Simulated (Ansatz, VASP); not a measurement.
# Li7Sb in VASP and in Ansatz

The input INCAR:

```
SYSTEM = Li7Sb
PREC = Accurate
ENCUT = 520
EDIFF = 1E-6
ISMEAR = 0
SIGMA = 0.1
LREAL = .FALSE.
LASPH = .TRUE.
NELM = 100
ALGO = Normal
ISIF = 2
LWAVE = .FALSE.
LCHARG = .FALSE.
GGA = PE
NBANDS = 23
```

File KPOINTS:

```
Automatic mesh
0
G
  3 3 4
  0 0 0
```

File POSCAR:

```
Li7Sb
1.0
    5.8421374500      0.0000000000      0.0000000000
   -2.9210687300      5.0594394500      0.0000000000
    0.0000000000      0.0000000000      4.7064977300
Li Sb
7 1
Direct
    0.9996074400      0.4998037200      0.0000000000
    0.5001962800      0.0003925600      0.0000000000
    0.5001962800      0.4998037200      0.0000000000
    0.1649293900      0.8350706100      0.5000000000
    0.1649293900      0.3298587800      0.5000000000
    0.6701412200      0.8350706100      0.5000000000
    0.6666666700      0.3333333300      0.5000000000
    0.0000000000      0.0000000000      0.0000000000
```

Input for Ansatz:

```yaml
crystal:
  lattice:
    - [5.84213745, 0.0, 0.0]
    - [-2.92106873, 5.05943945, 0.0]
    - [0.0, 0.0, 4.70649773]
  atoms:
    - { symbol: Li, position: [0.99960744, 0.49980372, 0.0] }
    - { symbol: Li, position: [0.50019628, 0.00039256, 0.0] }
    - { symbol: Li, position: [0.50019628, 0.49980372, 0.0] }
    - { symbol: Li, position: [0.16492939, 0.83507061, 0.5] }
    - { symbol: Li, position: [0.16492939, 0.32985878, 0.5] }
    - { symbol: Li, position: [0.67014122, 0.83507061, 0.5] }
    - { symbol: Li, position: [0.66666667, 0.33333333, 0.5] }
    - { symbol: Sb, position: [0.0, 0.0, 0.0] }
basis:
  ecutwfc: 420
kpoints:
  mp_grid: { grid: [3, 3, 4] }
hamiltonian:
  xc: pbe
scf:
  occupations: { method: gaussian, width: 0.1 }
  lower_state_search: "off"
output:
  forces: true
  stress: true
  eigenvalues: true
```

Change from the starting cell: species swapped into the Mg7Al type (P-6m2, No. 187).

Alike in both runs: task single point; functional PBE; k mesh 3 × 3 × 4; occupations gaussian, width 0.1 eV; no spin polarisation.

```csv
,VASP,Ansatz
version,VASP 6.6.1,Ansatz 0.2.0
potentials or method,"VASP PAW PBE potentials, release 64 (Li_sv, Sb), cutoff 520 eV","scalar-relativistic, plane waves, PAW"
valence electrons in the cell,26,36
```

```tsv
	VASP	Ansatz	Ansatz less VASP
gap on the k mesh at the Fermi level (eV)	none	none	-
rms of the force components (eV/Å)	0.054	0.054	+0.0002
```

Atom by atom the forces differ by 0.000 eV/Å (rms over components). A gap of «none» marks a metal or a gap that the smearing closes. VASP's potentials hold 26 valence electrons a cell and Ansatz's 36, so a difference there can come from the potentials and not from the codes.

The k mesh is coarse, so the values compare programs but aren't converged. Neither program's run includes spin-orbit coupling. Noted on VASP's run: the cutoff is under 1.25 times that of the potentials, so the pressure is a little rough.
